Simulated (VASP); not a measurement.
# Li7Sb (C2/m) in VASP: further runs, part 2 of 3

VASP 6.6.1.

**3. Single point, PBE**

This run uses another cell than the first one, of 21.45 Å³/atom, 1.015 times its volume.

Contents of INCAR:

```
  ALGO = Normal
  EDIFF = 1E-7
  ENCUT = 520
  GGA = PE
  ISIF = 2
  ISMEAR = 0
  LASPH = True
  LCHARG = False
  LREAL = False
  LWAVE = False
  NBANDS = 23
  NELM = 100
  PREC = Accurate
  SIGMA = 0.1
```

Contents of KPOINTS:

```
k-points
0
Gamma
  4 4 4
```

Contents of POSCAR:

```
Li7Sb
1.0
    3.8874627156     -5.6090825536     -0.0253556833
    3.8874627156      5.6090825536     -0.0253556833
   -3.8939916200      0.0000000000      3.9607708548
Li Sb
7 1
Direct
    0.0000000000      0.5000000000      0.0000000000
    0.5000000000      0.0000000000      0.0000000000
    0.6384213360      0.8956050351      0.4317617649
    0.1043949649      0.3615786640      0.5682382351
    0.3615786640      0.1043949649      0.5682382351
    0.8956050351      0.6384213360      0.4317617649
    0.5000000000      0.5000000000      0.5000000000
    0.0000000000      0.0000000000      0.0000000000
```

Potentials or basis: VASP PAW PBE potentials, release 64 (Li_sv, Sb).

The run is started by

```console
$ cat potpaw_PBE.64/Li_sv/POTCAR potpaw_PBE.64/Sb/POTCAR > POTCAR
$ mpirun -np 1 vasp_std > vasp.out
```

OUTCAR:

```text
EDIFF = 1E-7
   ENCUT = 520
   GGA = PE
   ISIF = 2
   ISMEAR = 0
   LASPH = True
   LREAL = False
   NELM = 100
   PREC = Accurate

 ion  position               nearest neighbor table
   1  0.000  0.500  0.000-
   2  0.500  0.000  0.000-
   3  0.638  0.896  0.432-   8 2.69
   4  0.104  0.362  0.568-   8 2.69
   5  0.362  0.104  0.568-   8 2.69
   6  0.896  0.638  0.432-   8 2.69
   7  0.500  0.500  0.500-   8 2.75   8 2.75
   8  0.000  0.000  0.000-   4 2.69   5 2.69   3 2.69   6 2.69   7 2.75   7 2.75

  Warning from LATTYP: Got some problem with cell dimensions!
  Tried to take original basis but could not verify dimensions!
  LATTYP: Found a base centered monoclinic cell.
 ALAT       =     7.7750908100
 B/A-ratio  =     1.4428339657
 C/A-ratio  =     0.7085579866
 COS(beta)  =    -0.6998142806

  Lattice vectors:

 A1 = (  -3.8874627156,   5.6090825536,   0.0253556833)
 A2 = (  -3.8874627156,  -5.6090825536,   0.0253556833)
[... 189 lines left out ...]

 val. band max:        1.7131425061   @ k =   0.0000   0.0000   0.5000
 cond. band min:       1.7438169990   @ k =   0.5000   0.2500   0.5000
 fundamental gap:      0.0306744929
 Fermi energy:         1.7343906441

 k-point     1 :       0.0000    0.0000    0.0000
  band No.  band energies     occupation
      1     -45.0468      2.00000
      2     -45.0362      2.00000
      3     -45.0237      2.00000
      4     -45.0215      2.00000
      5     -45.0210      2.00000
      6     -45.0207      2.00000
[... 613 lines left out ...]
     22       7.6207      0.00000
     23       8.0763      0.00000

------------------------ aborting loop because EDIFF is reached ----------------------------------------

  FORCE on cell =-STRESS in cart. coord.  units (eV):
  Direction    XX          YY          ZZ          XY          YZ          ZX
  --------------------------------------------------------------------------------------
  -------------------------------------------------------------------------------------
  Total       -0.1718641      0.0054519     -0.0499456      0.0000000      0.0000000      0.0450011
  in kB       -1.6044340      0.0508960     -0.4662658      0.0000000      0.0000000      0.4201067
  external PRESSURE =      -0.6732679 kB  Pullay stress =       0.0000000 kB

 VOLUME and BASIS-vectors are now :
 -----------------------------------------------------------------------------
  energy-cutoff  :      520.00
  volume of cell :      171.62
      direct lattice vectors                 reciprocal lattice vectors
     3.887462716 -5.609082554 -0.025355683     0.129448681 -0.089141138  0.127266155
     3.887462716  5.609082554 -0.025355683     0.129448681  0.089141138  0.127266155
    -3.893991620  0.000000000  3.960770855     0.001657384  0.000000000  0.254105546

 POSITION                                       TOTAL-FORCE (eV/Angst)
 -----------------------------------------------------------------------------------
      1.94373      2.80454     -0.01268        -0.000000      0.000000     -0.000000
      1.94373     -2.80454     -0.01268         0.000000      0.000000     -0.000000
      4.28219      1.44256      1.67121         0.004371     -0.008232     -0.012312
     -0.40126      1.44256      2.23885        -0.004371     -0.008232      0.012312
     -0.40126     -1.44256      2.23885        -0.004371      0.008232      0.012312
      4.28219     -1.44256      1.67121         0.004371      0.008232     -0.012312
      1.94047      0.00000      1.95503        -0.000000     -0.000000     -0.000000
      0.00000      0.00000      0.00000         0.000000      0.000000     -0.000000
 -----------------------------------------------------------------------------------
    total drift:                               -0.000000     -0.000000      0.000000

  FREE ENERGIE OF THE ION-ELECTRON SYSTEM (eV)
  ---------------------------------------------------
  free  energy   TOTEN  =       -18.1802612055 eV

  energy  without entropy=      -18.1615575181  energy(sigma->0) =      -18.17090936
```

stdout:

```text
POSCAR found type information on POSCAR LiSb
 POSCAR found :  2 types and       8 ions
 scaLAPACK will be used
 LDA part: xc-table for (Slater+PW92), standard interpolation
 POSCAR, INCAR and KPOINTS ok, starting setup
 FFT: planning ... GRIDC
 FFT: planning ... GRID_SOFT
 FFT: planning ... GRID
 WAVECAR not read
 entering main loop
```

Run time: 2.3 min. Hardware: 1 thread of Intel Xeon Platinum 8488C (Sapphire Rapids), shared host; peak memory 0.37 GiB.

Results:

* Free energy: -18.1803 eV
* Largest force: 0.015 eV/Å
* Band gap on the k mesh: zero (band 13 reaches 2.11 eV, above the bottom of band 14 at 1.54 eV)

Forces on the atoms (eV/Å):
```
Li   0.000  0.000  0.000
Li   0.000  0.000  0.000
Li   0.004 -0.008 -0.012
Li  -0.004 -0.008  0.012
Li  -0.004  0.008  0.012
Li   0.004  0.008 -0.012
Li   0.000  0.000  0.000
Sb   0.000  0.000  0.000
```

Levels at points of the mesh, in eV from the Fermi level:
| k point | band 11 | band 12 | band 13 | band 14 | band 15 | band 16 |
| --- | --- | --- | --- | --- | --- | --- |
| (0.00, 0.00, 0.00) | -2.11 | -1.59 | 0.22 | 0.36 | 0.68 | 1.31 |
| (0.50, 0.00, 0.00) | -1.65 | -1.39 | 0.38 | 0.67 | 0.89 | 1.54 |
| (0.50, 0.50, 0.00) | -1.62 | -1.09 | -0.32 | 0.67 | 2.17 | 2.36 |
| (0.00, 0.00, 0.50) | -2.29 | -1.17 | -0.68 | -0.02 | 0.33 | 2.11 |
| (0.50, 0.00, 0.50) | -2.11 | -1.24 | 0.32 | 0.63 | 0.88 | 2.05 |
| (0.50, 0.50, 0.50) | -2.24 | -1.23 | -1.00 | 0.52 | 1.27 | 1.58 |

Caveat: the k points lie up to 0.40 Å⁻¹ apart; the cutoff is under 1.25 times the usual one of these potentials, so pressure, stress and relaxed cells hold a basis-set (Pulay) error; spin-orbit coupling is left out, which moves the levels of the heavy elements.

**4. Relaxation of cell and atoms, PBE**

This run uses another cell than the first one, of 15.34 Å³/atom, 0.726 times its volume.

Contents of INCAR:

```
  PREC = Accurate
  ENCUT = 600
  EDIFF = 1E-7
  ISMEAR = 0
  SIGMA = 0.1
  LREAL = F
  LASPH = T
  NELM = 100
  ALGO = Normal
  ISIF = 3
  LWAVE = F
  LCHARG = F
  GGA = PE
  IBRION = 2
  NSW = 90
  EDIFFG = -0.04
```

Contents of KPOINTS:

```
Automatic mesh
0
Gamma
  4 4 4
```

Contents of POSCAR:

```
Li7Sb
1.0
    3.0234206300     -4.4138414100      0.0000000000
    3.0234206300      4.4138414100      0.0000000000
   -2.9984993100      0.0000000000      4.5993762100
Li Sb
7 1
Direct
    0.0000000000      0.5000000000      0.0000000000
    0.5000000000      0.0000000000      0.0000000000
    0.5525364000      0.9298193800      0.3307163400
    0.0701806200      0.4474636000      0.6692836600
    0.4474636000      0.0701806200      0.6692836600
    0.9298193800      0.5525364000      0.3307163400
    0.5000000000      0.5000000000      0.5000000000
    0.0000000000      0.0000000000      0.0000000000
```

The run is started by

```console
$ cat potpaw_PBE.64/Li_sv/POTCAR potpaw_PBE.64/Sb/POTCAR > POTCAR
$ mpirun -np 1 vasp_std > vasp.out
```

Wall time 18 min (1 thread of Intel Xeon Platinum 8488C (Sapphire Rapids), shared host); peak memory 0.36 GiB.

Results (log left out):

```yaml
Free_energy: -17.6873 eV
Relaxed_volume: 17.70 Å³/atom
Relaxed_cell: a = 5.580 Å, b = 5.580 Å, c = 6.673 Å, α = 121.30°, β = 121.30°, γ = 89.54°
Space_group_after_relaxing_to_0.05_Å: C2/m (No. 12)
Energy_gained_by_relaxing: 345.8 meV/atom
Ionic_steps: 17
Pressure_after_relaxing: 0.1 GPa
Largest_force_after_relaxing: 0.037 eV/Å
Band_gap_on_the_k_mesh: zero (band 13 reaches 3.03 eV, above the bottom of band 14 at 2.62 eV)
```

Forces on the atoms (eV/Å):
```
Li   0.000  0.000  0.000
Li   0.000  0.000  0.000
Li   0.025 -0.028  0.004
Li  -0.025 -0.028 -0.004
Li  -0.025  0.028 -0.004
Li   0.025  0.028  0.004
Li   0.000  0.000  0.000
Sb   0.000  0.000  0.000
```

Stress tensor (GPa, compression positive):
```
 0.31  0.00  0.13
 0.00  0.00  0.00
 0.13  0.00 -0.12
```

The path:
| step | energy change (eV) | largest force (eV/Å) | pressure (GPa) | volume (Å³) |
| --- | --- | --- | --- | --- |
| 1 | 0.0000 | 1.2622 | 8.56 | 122.76 |
| 2 | -1.2112 | 0.8622 | 4.30 | 137.74 |
| 3 | -2.1920 | 0.2793 | -1.44 | 170.84 |
| 4 | -2.1937 | 0.2608 | -1.65 | 172.46 |
| 5 | -2.3714 | 0.1766 | -1.39 | 167.23 |
| 6 | -2.5467 | 0.1041 | -0.75 | 157.66 |
| 7 | -2.5562 | 0.1557 | -0.48 | 154.76 |
| 8 | -2.6151 | 0.1173 | 0.01 | 150.72 |
| 9 | -2.6929 | 0.0610 | 1.45 | 138.77 |
| 10 | -2.7347 | 0.0775 | 0.91 | 139.48 |
| 11 | -2.7528 | 0.0987 | 0.22 | 140.30 |
| 12 | -2.7531 | 0.0968 | 0.29 | 140.22 |
| 13 | -2.7566 | 0.0812 | 0.16 | 140.95 |
| 14 | -2.7604 | 0.0459 | -0.17 | 142.78 |
| 15 | -2.7625 | 0.0401 | -0.10 | 142.47 |
| 16 | -2.7651 | 0.0438 | 0.11 | 141.53 |
| 17 | -2.7668 | 0.0373 | 0.06 | 141.60 |

Final structure:
```xyz
8
Lattice="3.9501 -3.9302 -0.3009 3.9501 3.9302 -0.3009 -4.5239 0.0000 4.9051" Properties=species:S:1:pos:R:3 pbc="T T T"
Li    1.9751    1.9651   -0.1504
Li    1.9751   -1.9651   -0.1504
Li    4.3008    1.2408    1.2539
Li   -0.9244    1.2408    3.0495
Li   -0.9244   -1.2408    3.0495
Li    4.3008   -1.2408    1.2539
Li    1.6882    0.0000    2.1517
Sb    0.0000    0.0000    0.0000
```

Levels at points of the mesh, in eV from the Fermi level:
| k point | band 11 | band 12 | band 13 | band 14 | band 15 | band 16 |
| --- | --- | --- | --- | --- | --- | --- |
| (0.00, 0.00, 0.00) | -2.41 | -1.88 | -0.02 | 0.63 | 0.98 | 1.09 |
| (0.50, 0.00, 0.00) | -2.41 | -1.49 | -0.28 | 0.38 | 0.63 | 1.73 |
| (0.50, 0.50, 0.00) | -2.53 | -1.80 | -1.24 | 1.78 | 1.96 | 2.38 |
| (0.00, 0.00, 0.50) | -2.56 | -1.41 | -0.51 | 1.05 | 2.06 | 2.23 |
| (0.50, 0.00, 0.50) | -2.54 | -0.96 | -0.20 | 0.76 | 1.13 | 1.52 |
| (0.50, 0.50, 0.50) | -2.73 | -1.68 | -1.33 | 0.32 | 1.44 | 2.54 |

Caveat: the cutoff is under 1.25 times the usual one of these potentials, so pressure, stress and relaxed cells hold a basis-set (Pulay) error; the volume moved by over 15 % at a fixed basis, so the end points are rough; spin-orbit coupling is left out, which moves the levels of the heavy elements.

(Continued in part 3 of 3.)
